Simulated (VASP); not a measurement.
Set up this calculation in VASP 6.6.1, as the native input.

- Task: single point
- Functional: PBE
- Dispersion: D4
- Potentials or basis: VASP PAW PBE potentials, release 64 (B, As)
- Cutoff: 520 eV
- k mesh: 8 × 8 × 8
- Occupations: gaussian, width 0.01 eV
- Spin: no spin polarisation
- Dipole correction: no
- Further INCAR settings: ALGO = Normal; EDIFF = 1e-07; NBANDS = 11

The structure of BAs lies in POSCAR:

```
BAs
1.0
    0.0000000000      2.3789614835      2.3789614835
    2.3789614835      0.0000000000      2.3789614835
    2.3789614835      2.3789614835      0.0000000000
B As
1 1
Direct
    0.0000000000      0.0000000000      0.0000000000
    0.2500000000      0.2500000000      0.2500000000
```

These files were run (other wordings do the same):

INCAR

```
SYSTEM = BAs
ALGO = Normal
EDIFF = 1E-7
ENCUT = 520
GGA = PE
ISIF = 2
ISMEAR = 0
IVDW = 13
LASPH = .True.
LCHARG = .True.
LELF = .True.
LREAL = .False.
LVHAR = .True.
LWAVE = .False.
NBANDS = 11
NELM = 60
PREC = Accurate
SIGMA = 0.01
```

KPOINTS

```
k-points
0
Gamma
  8 8 8
  0 0 0
```

Potentials or basis: VASP PAW PBE potentials, release 64 (B, As).

Command:

```sh
$ cat potpaw_PBE.64/B/POTCAR potpaw_PBE.64/As/POTCAR > POTCAR
$ mpirun -np 1 vasp_std > vasp.out
```

Results of the run:

* Pressure: 0.7 GPa
* Band gap on the k mesh: 1.18 eV, indirect (least direct gap 3.29 eV)
* Dispersion energy per atom: -0.380 eV

Run time: 15 s on 1 thread of Intel(R) Xeon(R) Platinum 8259CL CPU @ 2.50GHz (Skylake/Cascade Lake) (shared host), peak memory 0.15 GiB.
